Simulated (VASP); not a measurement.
NiO, 2 atoms in the cell. Symmetry: F-43m, No. 216, cubic system. The conventional cell has a = 4.536 Å, b = 4.536 Å, c = 4.536 Å, α = 90.00°, β = 90.00°, γ = 90.00°. Within 2.6 Å of Ni (site symmetry -43m) lie 4 O at 1.96 Å. O (site symmetry -43m) has 4 Ni at 1.96 Å within 2.6 Å. 

| Property | Result |
| --- | --- |
| Program | VASP 6.6.1 |
| Task | single point |
| Functional | PBE |
| Potentials or basis | VASP PAW PBE potentials, release 64 (Ni_sv_GW, O) |
| Cutoff | 600 eV |
| k mesh | 10 × 10 × 10 |
| Occupations | fermi-dirac, width 0.05 eV |
| Spin | collinear spin, ferromagnetic start |
| Starting moments | [1.0, 0.0] μB |
| Dipole correction | no |
| Second run | valence_matched |
| Further INCAR settings | ALGO = Normal; EDIFF = 1e-06; NBANDS = 23 |

Potentials or basis: VASP PAW PBE potentials, release 64 (Ni_sv_GW, O).

Command:

```sh
$ cat potpaw_PBE.64/Ni_sv_GW/POTCAR potpaw_PBE.64/O/POTCAR > POTCAR
$ mpirun -np 1 vasp_std > vasp.out
```

Hardware: 1 thread of Intel(R) Xeon(R) Platinum 8488C (Sapphire Rapids), on a shared host.

How long does it take, and how much memory?

Wall time 91 s on 1 thread of Intel(R) Xeon(R) Platinum 8488C (Sapphire Rapids), with other jobs on the host, peak memory 0.21 GiB. Counts: scf iterations 17, k points 47.
